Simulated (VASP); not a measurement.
# FeSi (P2_13) in VASP: further runs

The runs below take FeSi through single point, with r2SCAN.

All numbers are computed with VASP 6.6.1; they aren't measurements. Logs are shortened: lines on timing, memory, paths and dates and some standing lists are left out, and cuts for length are marked.

## Step 1: The cell of the first run

Symmetry: P2_13, No. 198, cubic system. Conventional cell: a = 4.359 Å, b = 4.359 Å, c = 4.359 Å, α = 90.00°, β = 90.00°, γ = 90.00°. Within 3.0 Å of Fe (site symmetry 3) lie 7 Si at 2.23 to 2.45 Å and 6 Fe at 2.67 Å. Within 3.0 Å of Si (site symmetry 3) lie 7 Fe at 2.23 to 2.45 Å and 6 Si at 2.70 Å.

## Step 2: Single point, r2SCAN (volume changed by -3%)

Contents of POSCAR:

```
FeSi
1.0
    4.3585735836      0.0000000000      0.0000000000
    0.0000000000      4.3585735836      0.0000000000
    0.0000000000      0.0000000000      4.3585735836
Fe Si
4 4
Direct
    0.8633399907      0.6366600093      0.3633399907
    0.6366600093      0.3633399907      0.8633399907
    0.3633399907      0.8633399907      0.6366600093
    0.1366600093      0.1366600093      0.1366600093
    0.1588681656      0.3411318344      0.6588681656
    0.3411318344      0.6588681656      0.1588681656
    0.6588681656      0.1588681656      0.3411318344
    0.8411318344      0.8411318344      0.8411318344
```

Contents of INCAR.step1:

```
  ALGO = Normal
  EDIFF = 1E-5
  ENCUT = 660
  GGA = PE
  GGA_COMPAT = False
  ISMEAR = 0
  LASPH = True
  LCHARG = False
  LREAL = False
  LWAVE = True
  NBANDS = 34
  NELM = 120
  PREC = Accurate
  SIGMA = 0.01
```

Contents of INCAR.step2:

```
  ALGO = Normal
  EDIFF = 1E-6
  ENCUT = 660
  GGA_COMPAT = False
  ISIF = 2
  ISMEAR = 0
  ISTART = 1
  LASPH = True
  LCHARG = False
  LMIXTAU = True
  LREAL = False
  LWAVE = False
  METAGGA = R2SCAN
  NBANDS = 34
  NELM = 120
  PREC = Accurate
  SIGMA = 0.01
```

Contents of KPOINTS:

```
k-points
0
Gamma
  6 6 6
```

Potentials or basis: VASP PAW PBE potentials, release 64 (Fe, Si).

Started as:

```bash
$ cat potpaw_PBE.64/Fe/POTCAR potpaw_PBE.64/Si/POTCAR > POTCAR
$ cp INCAR.step1 INCAR
$ mpirun -np 1 vasp_std > vasp.out
$ cp INCAR.step2 INCAR
$ mpirun -np 1 vasp_std > vasp.out
```

OUTCAR:

```text
EDIFF = 1E-6
   ENCUT = 660
   ISIF = 2
   ISMEAR = 0
   ISTART = 1
   LASPH = True
   LREAL = False
   METAGGA = R2SCAN
   NELM = 120
   PREC = Accurate

 ion  position               nearest neighbor table
   1  0.863  0.637  0.363-   5 2.23   6 2.27   7 2.27   8 2.27   7 2.45   8 2.45   6 2.45   2 2.67
                             2 2.67   3 2.67   4 2.67   3 2.67   4 2.67
   2  0.637  0.363  0.863-   6 2.23   5 2.27   7 2.27   8 2.27   5 2.45   7 2.45   8 2.45   1 2.67
                             1 2.67   3 2.67   3 2.67   4 2.67   4 2.67
   3  0.363  0.863  0.637-   7 2.23   6 2.27   5 2.27   8 2.27   6 2.45   5 2.45   8 2.45   1 2.67
                             4 2.67   2 2.67   2 2.67   1 2.67   4 2.67
   4  0.137  0.137  0.137-   8 2.23   6 2.27   7 2.27   5 2.27   6 2.45   5 2.45   7 2.45   2 2.67
                             3 2.67   1 2.67   3 2.67   1 2.67   2 2.67
   5  0.159  0.341  0.659-   1 2.23   2 2.27   3 2.27   4 2.27   3 2.45   4 2.45   2 2.45   6 2.70
                             6 2.70   7 2.70   7 2.70   8 2.70   8 2.70
   6  0.341  0.659  0.159-   2 2.23   1 2.27   3 2.27   4 2.27   1 2.45   3 2.45   4 2.45   5 2.70
                             5 2.70   8 2.70   8 2.70   7 2.70   7 2.70
   7  0.659  0.159  0.341-   3 2.23   2 2.27   1 2.27   4 2.27   2 2.45   1 2.45   4 2.45   8 2.70
                             5 2.70   8 2.70   5 2.70   6 2.70   6 2.70
   8  0.841  0.841  0.841-   4 2.23   2 2.27   3 2.27   1 2.27   2 2.45   1 2.45   3 2.45   6 2.70
                             7 2.70   7 2.70   6 2.70   5 2.70   5 2.70

  LATTYP: Found a simple cubic cell.
 ALAT       =     4.3585735836

  Lattice vectors:

 A1 = (   4.3585735836,   0.0000000000,   0.0000000000)
 A2 = (   0.0000000000,   4.3585735836,   0.0000000000)
 A3 = (   0.0000000000,   0.0000000000,   4.3585735836)

Analysis of symmetry for initial positions (statically):
=====================================================================
 Subroutine PRICEL returns:
 Original cell was already a primitive cell.

 Routine SETGRP: Setting up the symmetry group for a
 simple cubic supercell.

 Subroutine GETGRP returns: Found 12 space group operations
 (whereof  3 operations were pure point group operations)
 out of a pool of 48 trial point group operations.

The static configuration has the point symmetry C_3 .
 The point group associated with its full space group is T   .

Analysis of symmetry for dynamics (positions and initial velocities):
=====================================================================
 Subroutine PRICEL returns:
 Original cell was already a primitive cell.

 Routine SETGRP: Setting up the symmetry group for a
 simple cubic supercell.

 Subroutine GETGRP returns: Found 12 space group operations
 (whereof  3 operations were pure point group operations)
 out of a pool of 48 trial point group operations.

The dynamic configuration has the point symmetry C_3 .
 The point group associated with its full space group is T   .

 Subroutine INISYM returns: Found 12 space group operations
 (whereof  3 operations are pure point group operations),
 and found     1 'primitive' translations

----------------------------------------------------------------------------------------

                                     Primitive cell

  volume of cell :      82.8005

  direct lattice vectors                    reciprocal lattice vectors
     4.358573584  0.000000000  0.000000000     0.229432859  0.000000000  0.000000000
     0.000000000  4.358573584  0.000000000     0.000000000  0.229432859  0.000000000
     0.000000000  0.000000000  4.358573584     0.000000000  0.000000000  0.229432859

  length of vectors
     4.358573584  4.358573584  4.358573584     0.229432859  0.229432859  0.229432859

  position of ions in fractional coordinates (direct lattice)
     0.863339991  0.636660009  0.363339991
     0.636660009  0.363339991  0.863339991
     0.363339991  0.863339991  0.636660009
     0.136660009  0.136660009  0.136660009
     0.158868166  0.341131834  0.658868166
     0.341131834  0.658868166  0.158868166
     0.658868166  0.158868166  0.341131834
     0.841131834  0.841131834  0.841131834

  ion indices of the primitive-cell ions
   primitive index   ion index
                 1           1
                 2           2
                 3           3
                 4           4
                 5           5
                 6           6
                 7           7
                 8           8

----------------------------------------------------------------------------------------

 KPOINTS: k-points

Automatic generation of k-mesh.
 Grid dimensions read from file:
 generate k-points for:    6    6    6

 Generating k-lattice:

  Cartesian coordinates                     Fractional coordinates (reciprocal lattice)
     0.038238810  0.000000000  0.000000000     0.166666667  0.000000000  0.000000000
     0.000000000  0.038238810  0.000000000     0.000000000  0.166666667  0.000000000
     0.000000000  0.000000000  0.038238810     0.000000000  0.000000000  0.166666667

  Length of vectors
     0.038238810  0.038238810  0.038238810

  Shift w.r.t. Gamma in fractional coordinates (k-lattice)
     0.000000000  0.000000000  0.000000000

 Subroutine IBZKPT returns following result:
 ===========================================

 Found     24 irreducible k-points:

 Following reciprocal coordinates:
            Coordinates               Weight
  0.000000  0.000000  0.000000      1.000000
  0.166667  0.000000  0.000000      6.000000
  0.333333  0.000000  0.000000      6.000000
  0.500000  0.000000  0.000000      3.000000
  0.166667  0.166667  0.000000     12.000000
  0.333333  0.166667  0.000000     12.000000
[... 16 lines left out ...]
  0.500000  0.500000  0.333333      6.000000
  0.500000  0.500000  0.500000      1.000000
   k-points           NKPTS =     24   k-points in BZ     NKDIM =     24   number of bands    NBANDS=     34
   number of dos      NEDOS =    301   number of ions     NIONS =      8
   total plane-waves  NPLWV =  64000
   dimension x,y,z NGX =    40 NGY =   40 NGZ =   40
   dimension x,y,z NGXF=    80 NGYF=   80 NGZF=   80
   ions per type =               4   4
   NGX,Y,Z   is equivalent  to a cutoff of  15.26, 15.26, 15.26 a.u.
   NGXF,Y,Z  is equivalent  to a cutoff of  30.51, 30.51, 30.51 a.u.
 SYSTEM =  unknown system
   PREC   = accura    normal or accurate (medium, high low for compatibility)
   ISTART =      1    job   : 0-new  1-cont  2-samecut
   ICHARG =      0    charge: 1-file 2-atom 10-const
   ISPIN  =      1    spin polarized calculation?
   LNONCOLLINEAR =      F non collinear calculations
   LSORBIT =      F    spin-orbit coupling
   LASPH  =      T    aspherical Exc in radial PAW
   ENCUT  =  660.0 eV  48.51 Ry    6.96 a.u.   9.13  9.13  9.13*2*pi/ulx,y,z
   NELM   =    120;   NELMIN=  2; NELMDL=  0     # of ELM steps
   EDIFF  = 0.1E-05   stopping-criterion for ELM
   LREAL  =      F    real-space projection
   EDIFFG = 0.1E-04   stopping-criterion for IOM
   NSW    =      0    number of steps for IOM
   IBRION =     -1    ionic relax: 0-MD 1-quasi-New 2-CG
   NFREE  =      0    steps in history (QN), initial steepest desc. (CG)
   ISIF   =      2    stress and relaxation
   ISYM   =      2    0-nonsym 1-usesym 2-fastsym
   POTIM  = 0.5000    time-step for ionic-motion
   TEBEG  =    0.0;   TEEND  =   0.0 temperature during run
   PSTRESS=    0.0 pullay stress
   NELECT =      48.0000    total number of electrons
   NUPDOWN=      -1.0000    fix difference up-down
   EMIN   =  10.00;   EMAX   =-10.00  energy-range for DOS
   EFERMI =   0.00;   METHOD = LEGACY
   ISMEAR =     0;   SIGMA  =   0.01  broadening in eV -4-tet -1-fermi 0-gaus
   EFERMI_NEDOS =   21; number of points for ismear=-14 and -15
   IALGO  =     38    algorithm
   IMIX   =      4    mixing-type and parameters
     AMIX     =   0.40;   BMIX     =  1.00
     AMIX_MAG =   1.60;   BMIX_MAG =  1.00
  volume/ion in A,a.u.               =      10.35        69.85
  Fermi-wavevector in a.u.,A,eV,Ry     =   1.365036  2.579545 25.352063  1.863324
  Thomas-Fermi vector in A             =   2.491300
   LORBIT       =      0    0 simple, 1 ext, 2 COOP (PROOUT), +10 PAW based schemes
   METAGGA = R2SCAN    functional components
   LHFCALC =     F    Hartree Fock is set to
   AEXX    =    0.0000 exact exchange contribution
   IVDW    =     0    specifies the selected vdW correction
   LEPSILON=     F    determine dielectric tensor
   LRPA    =     F    only Hartree local field effects (RPA)
 non-spin polarized calculation
 Gauss-broadening in eV      SIGMA  =   0.01
  energy-cutoff  :      660.00
  volume of cell :       82.80
 maximum number of plane-waves:      3218
 NGX is ok and might be reduce to    40
   NGX = 19   NGY = 19   NGZ = 19

 number of electron      48.0000003 magnetization

 Free energy of the ion-electron system (eV)
  ---------------------------------------------------
  ext. energy  EPLUGINS =         0.00000000
  ---------------------------------------------------
  free energy    TOTEN  =       -94.69488802 eV

  energy without entropy =      -94.69488802  energy(sigma->0) =      -94.69488802

 E-fermi :  10.4826     XC(G=0): -14.1528

 val. band max:       10.4141434679   @ k =   0.3333   0.0000   0.0000
 cond. band min:      10.7440248357   @ k =   0.3333   0.1667   0.0000
 fundamental gap:      0.3298813679
 Fermi energy:        10.4825711778

 k-point     1 :       0.0000    0.0000    0.0000
  band No.  band energies     occupation
      1      -4.0414      2.00000
      2       1.8511      2.00000
      3       1.8511      2.00000
      4       1.8511      2.00000
      5       4.8102      2.00000
      6       4.8102      2.00000
[... 26 lines left out ...]
     33      15.2244      0.00000
     34      15.2244      0.00000

 k-point     2 :       0.1667    0.0000    0.0000
  band No.  band energies     occupation
      1      -3.8136      2.00000
      2       0.6912      2.00000
      3       1.9806      2.00000
      4       2.6622      2.00000
      5       4.1558      2.00000
      6       4.9457      2.00000
[... 806 lines left out ...]
 k-point    24 :       0.5000    0.5000    0.5000
  band No.  band energies     occupation
      1       0.5468      2.00000
      2       0.5468      2.00000
      3       0.5468      2.00000
      4       0.5468      2.00000
      5       3.2611      2.00000
      6       3.2611      2.00000
[... 26 lines left out ...]
     33      17.2951      0.00000
     34      17.2951      0.00000

------------------------ aborting loop because EDIFF is reached ----------------------------------------

  FORCE on cell =-STRESS in cart. coord.  units (eV):
  Direction    XX          YY          ZZ          XY          YZ          ZX
  --------------------------------------------------------------------------------------
  -------------------------------------------------------------------------------------
  Total        4.5538707      4.5538707      4.5538707      0.0000000     -0.0000000     -0.0000000
  in kB       88.1166812     88.1166812     88.1166812      0.0000000     -0.0000000     -0.0000000
  external PRESSURE =      88.1166812 kB  Pullay stress =       0.0000000 kB

 VOLUME and BASIS-vectors are now :
 -----------------------------------------------------------------------------
  energy-cutoff  :      660.00
  volume of cell :       82.80
      direct lattice vectors                 reciprocal lattice vectors
     4.358573584  0.000000000  0.000000000     0.229432859  0.000000000  0.000000000
     0.000000000  4.358573584  0.000000000     0.000000000  0.229432859  0.000000000
     0.000000000  0.000000000  4.358573584     0.000000000  0.000000000  0.229432859

 POSITION                                       TOTAL-FORCE (eV/Angst)
 -----------------------------------------------------------------------------------
      3.76293      2.77493      1.58364        -0.101652      0.101652     -0.101652
      2.77493      1.58364      3.76293         0.101652     -0.101652     -0.101652
      1.58364      3.76293      2.77493        -0.101652     -0.101652      0.101652
      0.59564      0.59564      0.59564         0.101652      0.101652      0.101652
      0.69244      1.48685      2.87173        -0.038155      0.038155     -0.038155
      1.48685      2.87173      0.69244         0.038155     -0.038155     -0.038155
      2.87173      0.69244      1.48685        -0.038155     -0.038155      0.038155
      3.66613      3.66613      3.66613         0.038155      0.038155      0.038155
 -----------------------------------------------------------------------------------
    total drift:                               -0.000000     -0.000000     -0.000000

  FREE ENERGIE OF THE ION-ELECTRON SYSTEM (eV)
  ---------------------------------------------------
  free  energy   TOTEN  =       -94.6948880217 eV

  energy  without entropy=      -94.6948880217  energy(sigma->0) =      -94.69488802
```

Wall time 4.1 min (1 thread of Intel Xeon Platinum 8488C (Sapphire Rapids), shared host); peak memory 0.29 GiB.

What came out:

| Quantity | Value |
| --- | --- |
| Free energy | -94.6949 eV |
| Pressure | 8.8 GPa |
| Largest force | 0.176 eV/Å |
| Band gap on the k mesh | 0.33 eV, indirect (least direct gap 0.36 eV) |

Forces on the atoms (eV/Å):
```
Fe  -0.102  0.102 -0.102
Fe   0.102 -0.102 -0.102
Fe  -0.102 -0.102  0.102
Fe   0.102  0.102  0.102
Si  -0.038  0.038 -0.038
Si   0.038 -0.038 -0.038
Si  -0.038 -0.038  0.038
Si   0.038  0.038  0.038
```

Levels at points of the mesh, in eV from the valence-band top:
```
           k point  band 21  band 22  band 23  band 24  band 25  band 26  band 27  band 28
(0.00, 0.00, 0.00)    -0.40    -0.40    -0.13    -0.13     0.88     0.88     0.88     3.57
(0.50, 0.00, 0.00)    -0.52    -0.52    -0.05    -0.05     0.38     0.38     2.03     2.03
(0.50, 0.50, 0.00)    -1.16    -1.16    -0.47    -0.47     0.84     0.84     1.62     1.62
(0.50, 0.50, 0.50)    -0.84    -0.84    -0.84    -0.84     0.75     0.75     0.75     0.75
```

Caveat: the PAW data sets were made with another functional, which shifts forces and pressure a little. A k mesh can miss the band edges.

[end of part 1 of 2]
